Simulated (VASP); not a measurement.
# YGeF5 (F-43m) in VASP: notebook, part 2 of 2

VASP 6.6.1. Earlier steps stand in the parts before.

## (3) Relaxation of cell and atoms, PBE

This run uses another cell than the first one, of 33.70 Å³/atom, 0.973 times its volume.

INCAR

```
ALGO = Normal
EDIFF = 1E-6
EDIFFG = -0.01
ENCUT = 600
GGA = PE
IBRION = 2
ISIF = 3
ISMEAR = 0
LASPH = T
LCHARG = F
LREAL = F
LWAVE = F
NELM = 100
NSW = 100
PREC = Accurate
SIGMA = 0.01
```

KPOINTS

```
k-points
0
Gamma
  6 6 6
```

POSCAR

```
YGeF5
1.0
    0.0000000000      4.9042507886      4.9042507886
    4.9042507886      0.0000000000      4.9042507886
    4.9042507886      4.9042507886      0.0000000000
Y Ge F
1 1 5
Direct
    0.5000000000      0.5000000000      0.5000000000
    0.7500000000      0.7500000000      0.7500000000
    0.8518881203      0.4443356390      0.8518881203
    0.8518881203      0.8518881203      0.8518881203
    0.4443356390      0.8518881203      0.8518881203
    0.8518881203      0.8518881203      0.4443356390
    0.0000000000      0.0000000000      0.0000000000
```

Potentials or basis: VASP PAW PBE potentials, release 64 (Y_sv, Ge_d, F).

The run is started by

```sh
> cat potpaw_PBE.64/Y_sv/POTCAR potpaw_PBE.64/Ge_d/POTCAR potpaw_PBE.64/F/POTCAR > POTCAR
> mpirun -np 1 vasp_std > vasp.out
```

OUTCAR:

```text
EDIFF = 1E-6
   EDIFFG = -0.01
   ENCUT = 600
   GGA = PE
   IBRION = 2
   ISIF = 3
   ISMEAR = 0
   LASPH = T
   LREAL = F
   NELM = 100
   NSW = 100
   PREC = Accurate

 ion  position               nearest neighbor table
   1  0.500  0.500  0.500-
   2  0.750  0.750  0.750-   4 1.73   3 1.73   5 1.73   6 1.73
   3  0.852  0.444  0.852-   2 1.73
   4  0.852  0.852  0.852-   2 1.73
   5  0.444  0.852  0.852-   2 1.73
   6  0.852  0.852  0.444-   2 1.73
   7  0.000  0.000  0.000-

  LATTYP: Found a face centered cubic cell.
 ALAT       =     9.8085015772

  Lattice vectors:

 A1 = (   0.0000000000,   4.9042507886,   4.9042507886)
 A2 = (   4.9042507886,   0.0000000000,   4.9042507886)
 A3 = (   4.9042507886,   4.9042507886,   0.0000000000)

Analysis of symmetry for initial positions (statically):
=====================================================================
 Subroutine PRICEL returns:
 Original cell was already a primitive cell.

 Routine SETGRP: Setting up the symmetry group for a
 face centered cubic supercell.

 Subroutine GETGRP returns: Found 24 space group operations
 (whereof 24 operations were pure point group operations)
 out of a pool of 48 trial point group operations.

The static configuration has the point symmetry T_d .

Analysis of symmetry for dynamics (positions and initial velocities):
=====================================================================
 Subroutine PRICEL returns:
 Original cell was already a primitive cell.

 Routine SETGRP: Setting up the symmetry group for a
 face centered cubic supercell.

 Subroutine GETGRP returns: Found 24 space group operations
 (whereof 24 operations were pure point group operations)
 out of a pool of 48 trial point group operations.

The dynamic configuration has the point symmetry T_d .

 Subroutine INISYM returns: Found 24 space group operations
[... 104 lines left out ...]
   ISIF   =      3    stress and relaxation
   ISYM   =      2    0-nonsym 1-usesym 2-fastsym
   POTIM  = 0.5000    time-step for ionic-motion
   TEBEG  =    0.0;   TEEND  =   0.0 temperature during run
   PSTRESS=    0.0 pullay stress
   NELECT =      60.0000    total number of electrons
   NUPDOWN=      -1.0000    fix difference up-down
   EMIN   =  10.00;   EMAX   =-10.00  energy-range for DOS
   EFERMI =   0.00;   METHOD = LEGACY
   ISMEAR =     0;   SIGMA  =   0.01  broadening in eV -4-tet -1-fermi 0-gaus
   EFERMI_NEDOS =   21; number of points for ismear=-14 and -15
   IALGO  =     38    algorithm
   IMIX   =      4    mixing-type and parameters
     AMIX     =   0.40;   BMIX     =  1.00
     AMIX_MAG =   1.60;   BMIX_MAG =  1.00
  volume/ion in A,a.u.               =      33.70       227.43
  Fermi-wavevector in a.u.,A,eV,Ry     =   1.037232  1.960084 14.637831  1.075850
  Thomas-Fermi vector in A             =   2.171660
   LORBIT       =      0    0 simple, 1 ext, 2 COOP (PROOUT), +10 PAW based schemes
   GGA     = PE    functional components
   LHFCALC =     F    Hartree Fock is set to
   AEXX    =    0.0000 exact exchange contribution
   IVDW    =     0    specifies the selected vdW correction
   LEPSILON=     F    determine dielectric tensor
   LRPA    =     F    only Hartree local field effects (RPA)
 conjugate gradient relaxation of ions
 non-spin polarized calculation
 Gauss-broadening in eV      SIGMA  =   0.01
  energy-cutoff  :      600.00
  volume of cell :      235.91
 maximum number of plane-waves:      7896
   NGX = 27   NGY = 27   NGZ = 27

--------------------------------------- Ionic step        1  -------------------------------------------

 number of electron      59.9999991 magnetization

 Free energy of the ion-electron system (eV)
  ---------------------------------------------------
  ext. energy  EPLUGINS =         0.00000000
  ---------------------------------------------------
  free energy    TOTEN  =       -28.36934431 eV

  energy without entropy =      -28.36934430  energy(sigma->0) =      -28.36934430

------------------------ aborting loop because EDIFF is reached ----------------------------------------

  FORCE on cell =-STRESS in cart. coord.  units (eV):
  Direction    XX          YY          ZZ          XY          YZ          ZX
  --------------------------------------------------------------------------------------
  -------------------------------------------------------------------------------------
  Total        0.2614642      0.2614642      0.2614642      0.0000000     -0.0000000      0.0000000
  in kB        1.7757213      1.7757213      1.7757213      0.0000000     -0.0000000      0.0000000
  external PRESSURE =       1.7757213 kB  Pullay stress =       0.0000000 kB
[... 69 lines left out ...]
--------------------------------------- Ionic step        3  -------------------------------------------

 number of electron      59.9999992 magnetization

 Free energy of the ion-electron system (eV)
  ---------------------------------------------------
  ext. energy  EPLUGINS =         0.00000000
  ---------------------------------------------------
  free energy    TOTEN  =       -28.37006654 eV

  energy without entropy =      -28.37006653  energy(sigma->0) =      -28.37006653

 E-fermi :  -1.5114     XC(G=0):  -5.9632

 val. band max:       -1.5466061627   @ k =  -0.3333   0.3333   0.0000
 cond. band min:      -1.4797141115   @ k =   0.5000   0.5000   0.0000
 fundamental gap:      0.0668920512
 Fermi energy:        -1.5113756769

 k-point     1 :       0.0000    0.0000    0.0000
  band No.  band energies     occupation
      1     -48.0334      2.00000
      2     -28.3289      2.00000
      3     -28.3288      2.00000
      4     -28.3288      2.00000
      5     -27.7680      2.00000
      6     -27.7680      2.00000
[... 647 lines left out ...]
  FREE ENERGIE OF THE ION-ELECTRON SYSTEM (eV)
  ---------------------------------------------------
  free  energy   TOTEN  =       -28.3700665378 eV

  energy  without entropy=      -28.3700665305  energy(sigma->0) =      -28.37006653

 reached required accuracy - stopping structural energy minimisation
```

OSZICAR:

```text
N       E                     dE             d eps       ncg     rms          rms(c)
DAV:   1     0.666519466502E+03    0.66652E+03   -0.30355E+04  1428   0.223E+03
DAV:   2     0.638972125959E+02   -0.60262E+03   -0.58804E+03  1552   0.644E+02
DAV:   3    -0.314617041309E+02   -0.95359E+02   -0.94196E+02  1296   0.188E+02
[... 54 lines left out ...]
DAV:   5    -0.283701062641E+02    0.48049E-04   -0.26083E-03  1756   0.199E-01    0.123E-01
DAV:   6    -0.283700342947E+02    0.71969E-04   -0.38583E-04  1384   0.457E-02    0.506E-02
DAV:   7    -0.283700670239E+02   -0.32729E-04   -0.94371E-05  1296   0.391E-02    0.320E-02
DAV:   8    -0.283700657645E+02    0.12594E-05   -0.53576E-05  1488   0.671E-02    0.101E-02
DAV:   9    -0.283700668166E+02   -0.10521E-05   -0.14895E-05  1144   0.132E-02    0.123E-02
DAV:  10    -0.283700665378E+02    0.27882E-06   -0.87266E-06   844   0.130E-02
   3 F= -.28370067E+02 E0= -.28370067E+02  d E =-.722232E-03
```

CONTCAR:

```text
YGeF5
   1.00000000000000
     0.0000000000000000    4.9088068147395090    4.9088068147395090
     4.9088068147395090   -0.0000000000000000    4.9088068147395090
     4.9088068147395090    4.9088068147395090    0.0000000000000000
  Y               Ge              F
     1     1     5
Direct
     0.5000000000000000    0.5000000000000000    0.5000000000000000
     0.7500000000000000    0.7500000000000000    0.7500000000000000
     0.8520164222455353    0.4439507331634067    0.8520164222455353
     0.8520164222455353    0.8520164222455353    0.8520164222455353
     0.4439507331634067    0.8520164222455353    0.8520164222455353
     0.8520164222455353    0.8520164222455353    0.4439507331634067
     0.0000000000000000    0.0000000000000000    0.0000000000000000

  0.00000000E+00  0.00000000E+00  0.00000000E+00
  0.00000000E+00  0.00000000E+00  0.00000000E+00
  0.00000000E+00  0.00000000E+00  0.00000000E+00
  0.00000000E+00  0.00000000E+00  0.00000000E+00
  0.00000000E+00  0.00000000E+00  0.00000000E+00
  0.00000000E+00  0.00000000E+00  0.00000000E+00
  0.00000000E+00  0.00000000E+00  0.00000000E+00
```

Wall time 33 min (1 thread of AMD EPYC, shared host); peak memory 0.53 GiB.

Results:

```yaml
Free_energy: -28.3701 eV
Relaxed_volume: 33.80 Å³/atom
Relaxed_cell: a = 6.942 Å, b = 6.942 Å, c = 6.942 Å, α = 60.00°, β = 60.00°, γ = 60.00°
Space_group_after_relaxing_to_0.05_Å: F-43m (No. 216)
Energy_gained_by_relaxing: 0.1 meV/atom
Ionic_steps: 3
Pressure_after_relaxing: 0.0 GPa
Band_gap_on_the_k_mesh: 0.07 eV, indirect (least direct gap 0.11 eV)
```

Forces in eV/Å, atoms in the order of the input:
```
Y    0.000  0.000  0.000
Ge   0.000  0.000  0.000
F    0.001 -0.001  0.001
F   -0.001 -0.001 -0.001
F   -0.001  0.001  0.001
F    0.001  0.001 -0.001
F    0.000  0.000  0.000
```

The path:
```csv
step,energy change (eV),largest force (eV/Å),pressure (GPa),volume (Å³)
1,0.0000,0.0875,0.18,235.91
2,-0.0001,0.0833,-0.14,237.19
3,-0.0007,0.0021,0.01,236.57
```

Final structure:
```cif
data_structure
_symmetry_space_group_name_H-M 'P 1'
_symmetry_Int_Tables_number 1
_cell_length_a 6.9421
_cell_length_b 6.9421
_cell_length_c 6.9421
_cell_angle_alpha 60.000
_cell_angle_beta 60.000
_cell_angle_gamma 60.000
_cell_volume 236.57
loop_
_atom_site_label
_atom_site_type_symbol
_atom_site_fract_x
_atom_site_fract_y
_atom_site_fract_z
_atom_site_occupancy
Y1 Y 0.50000 0.50000 0.50000 1
Ge1 Ge 0.75000 0.75000 0.75000 1
F1 F 0.85202 0.44395 0.85202 1
F2 F 0.85202 0.85202 0.85202 1
F3 F 0.44395 0.85202 0.85202 1
F4 F 0.85202 0.85202 0.44395 1
F5 F 0.00000 0.00000 0.00000 1
```

A k mesh can miss the band edges.

## (4) Single point, PBE

INCAR

```
SYSTEM = YGeF5
  PREC = Accurate
  ENCUT = 520
  EDIFF = 1E-6
  ISMEAR = 0
  SIGMA = 0.1
  LREAL = .False.
  LASPH = .True.
  NELM = 100
  ALGO = Normal
  ISIF = 2
  LWAVE = .False.
  LCHARG = .False.
  GGA = PE
  NBANDS = 39
```

KPOINTS

```
regular mesh
0
Gamma
  8 8 8
  0 0 0
```

POSCAR

```
YGeF5
1.0
    0.0000000000      4.9495242400      4.9495242400
    4.9495242400      0.0000000000      4.9495242400
    4.9495242400      4.9495242400      0.0000000000
Y Ge F
1 1 5
Direct
    0.5000000000      0.5000000000      0.5000000000
    0.7500000000      0.7500000000      0.7500000000
    0.8508858254      0.4473425238      0.8508858254
    0.8508858254      0.8508858254      0.8508858254
    0.4473425238      0.8508858254      0.8508858254
    0.8508858254      0.8508858254      0.4473425238
    0.0000000000      0.0000000000      0.0000000000
```

Potentials or basis: VASP PAW PBE potentials, release 64 (Y_sv, Ge_d, F).

The run is started by

```sh
> cat potpaw_PBE.64/Y_sv/POTCAR potpaw_PBE.64/Ge_d/POTCAR potpaw_PBE.64/F/POTCAR > POTCAR
> mpirun -np 1 vasp_std > vasp.out
```

OUTCAR:

```text
SYSTEM = YGeF5
   PREC = Accurate
   ENCUT = 520
   EDIFF = 1E-6
   ISMEAR = 0
   LREAL = .False.
   LASPH = .True.
   NELM = 100
   ISIF = 2
   GGA = PE

 ion  position               nearest neighbor table
   1  0.500  0.500  0.500-
   2  0.750  0.750  0.750-   3 1.73   4 1.73   5 1.73   6 1.73
   3  0.851  0.447  0.851-   2 1.73
   4  0.851  0.851  0.851-   2 1.73
   5  0.447  0.851  0.851-   2 1.73
   6  0.851  0.851  0.447-   2 1.73
   7  0.000  0.000  0.000-

  LATTYP: Found a face centered cubic cell.
 ALAT       =     9.8990484800

  Lattice vectors:

 A1 = (   0.0000000000,   4.9495242400,   4.9495242400)
 A2 = (   4.9495242400,   0.0000000000,   4.9495242400)
 A3 = (   4.9495242400,   4.9495242400,   0.0000000000)

Analysis of symmetry for initial positions (statically):
=====================================================================
 Subroutine PRICEL returns:
 Original cell was already a primitive cell.

 Routine SETGRP: Setting up the symmetry group for a
 face centered cubic supercell.

 Subroutine GETGRP returns: Found 24 space group operations
 (whereof 24 operations were pure point group operations)
 out of a pool of 48 trial point group operations.

The static configuration has the point symmetry T_d .

Analysis of symmetry for dynamics (positions and initial velocities):
=====================================================================
 Subroutine PRICEL returns:
 Original cell was already a primitive cell.

 Routine SETGRP: Setting up the symmetry group for a
 face centered cubic supercell.

 Subroutine GETGRP returns: Found 24 space group operations
 (whereof 24 operations were pure point group operations)
 out of a pool of 48 trial point group operations.
[... 124 lines left out ...]
   EMIN   =  10.00;   EMAX   =-10.00  energy-range for DOS
   EFERMI =   0.00;   METHOD = LEGACY
   ISMEAR =     0;   SIGMA  =   0.10  broadening in eV -4-tet -1-fermi 0-gaus
   EFERMI_NEDOS =   21; number of points for ismear=-14 and -15
   IALGO  =     38    algorithm
   IMIX   =      4    mixing-type and parameters
     AMIX     =   0.40;   BMIX     =  1.00
     AMIX_MAG =   1.60;   BMIX_MAG =  1.00
  volume/ion in A,a.u.               =      34.64       233.79
  Fermi-wavevector in a.u.,A,eV,Ry     =   1.027744  1.942155 14.371271  1.056259
  Thomas-Fermi vector in A             =   2.161705
   LORBIT       =      0    0 simple, 1 ext, 2 COOP (PROOUT), +10 PAW based schemes
   GGA     = PE    functional components
   LHFCALC =     F    Hartree Fock is set to
   AEXX    =    0.0000 exact exchange contribution
   IVDW    =     0    specifies the selected vdW correction
   LEPSILON=     F    determine dielectric tensor
   LRPA    =     F    only Hartree local field effects (RPA)
 non-spin polarized calculation
 Gauss-broadening in eV      SIGMA  =   0.10
  energy-cutoff  :      520.00
  volume of cell :      242.50
 maximum number of plane-waves:      6588
 NGX is ok and might be reduce to    54
   NGX = 25   NGY = 25   NGZ = 25

 number of electron      59.9999976 magnetization

 Free energy of the ion-electron system (eV)
  ---------------------------------------------------
  ext. energy  EPLUGINS =         0.00000000
  ---------------------------------------------------
  free energy    TOTEN  =       -28.38109637 eV

  energy without entropy =      -28.33420310  energy(sigma->0) =      -28.35764973

 E-fermi :  -1.5381     XC(G=0):  -5.8693

 val. band max:       -1.5996212600   @ k =  -0.3750   0.2500   0.1250
 cond. band min:      -1.4782792124   @ k =   0.5000   0.5000   0.0000
 fundamental gap:      0.1213420477
 Fermi energy:        -1.5381404439

 k-point     1 :       0.0000    0.0000    0.0000
  band No.  band energies     occupation
      1     -47.9233      2.00000
      2     -28.4594      2.00000
      3     -28.4594      2.00000
      4     -28.4594      2.00000
      5     -27.7287      2.00000
      6     -27.7287      2.00000
[... 997 lines left out ...]
     38       1.8447      0.00000
     39       2.2597      0.00000

 [... further k-points ...]
[... 5 lines left out ...]
  --------------------------------------------------------------------------------------
  -------------------------------------------------------------------------------------
  Total        0.1315386      0.1315386      0.1315386      0.0000000      0.0000000      0.0000000
  in kB        0.8690475      0.8690475      0.8690475      0.0000000      0.0000000      0.0000000
  external PRESSURE =       0.8690475 kB  Pullay stress =       0.0000000 kB

 VOLUME and BASIS-vectors are now :
 -----------------------------------------------------------------------------
  energy-cutoff  :      520.00
  volume of cell :      242.50
      direct lattice vectors                 reciprocal lattice vectors
     0.000000000  4.949524240  4.949524240    -0.101019810  0.101019810  0.101019810
     4.949524240  0.000000000  4.949524240     0.101019810 -0.101019810  0.101019810
     4.949524240  4.949524240  0.000000000     0.101019810  0.101019810 -0.101019810

 POSITION                                       TOTAL-FORCE (eV/Angst)
 -----------------------------------------------------------------------------------
      4.94952      4.94952      4.94952         0.000000     -0.000000     -0.000000
      7.42429      7.42429      7.42429         0.000000     -0.000000     -0.000000
      6.42561      8.42296      6.42561        -0.070044      0.070044     -0.070044
      8.42296      8.42296      8.42296         0.070044      0.070044      0.070044
      8.42296      6.42561      6.42561         0.070044     -0.070044     -0.070044
      6.42561      6.42561      8.42296        -0.070044     -0.070044      0.070044
      0.00000      0.00000      0.00000         0.000000     -0.000000      0.000000
 -----------------------------------------------------------------------------------
    total drift:                                0.000007      0.000007      0.000007

  FREE ENERGIE OF THE ION-ELECTRON SYSTEM (eV)
  ---------------------------------------------------
  free  energy   TOTEN  =       -28.3810963669 eV

  energy  without entropy=      -28.3342030958  energy(sigma->0) =      -28.35764973
```

Run time: 31 min. Hardware: 1 thread of AMD EPYC, shared host; peak memory 0.55 GiB.

What came out:

* Free energy: -28.3811 eV
* Pressure: 0.1 GPa
* Largest force: 0.121 eV/Å
* Band gap on the k mesh: 0.12 eV, indirect (least direct gap 0.16 eV)

Forces on the atoms (eV/Å):
```
Y    0.000  0.000  0.000
Ge   0.000  0.000  0.000
F   -0.070  0.070 -0.070
F    0.070  0.070  0.070
F    0.070 -0.070 -0.070
F   -0.070 -0.070  0.070
F    0.000  0.000  0.000
```

## (5) Overview

| task | cell | k mesh | cutoff (eV) | smearing | gap on the mesh (eV) | pressure (GPa) | largest force (eV/Å) |
| --- | --- | --- | --- | --- | --- | --- | --- |
| single point | a = 7.000 Å, angles 60.0°, 7 atoms | 6 × 6 × 6 | 520 | gaussian 0.01 eV | 0.07 | 0.1 | 0.12 |
| relaxation of cell and atoms | relaxed from a = 6.936 Å, angles 60.0°, 7 atoms | 6 × 6 × 6 | 600 | gaussian 0.01 eV | 0.07 | 0.0 | - |
| single point | a = 7.000 Å, angles 60.0°, 7 atoms | 8 × 8 × 8 | 520 | gaussian 0.1 eV | 0.12 | 0.1 | 0.12 |

Alike in all rows: level PBE; potentials or basis VASP PAW PBE potentials, release 64 (Y_sv, Ge_d, F); no spin polarisation.

Absolute energies hang on the potentials; compare differences alone.
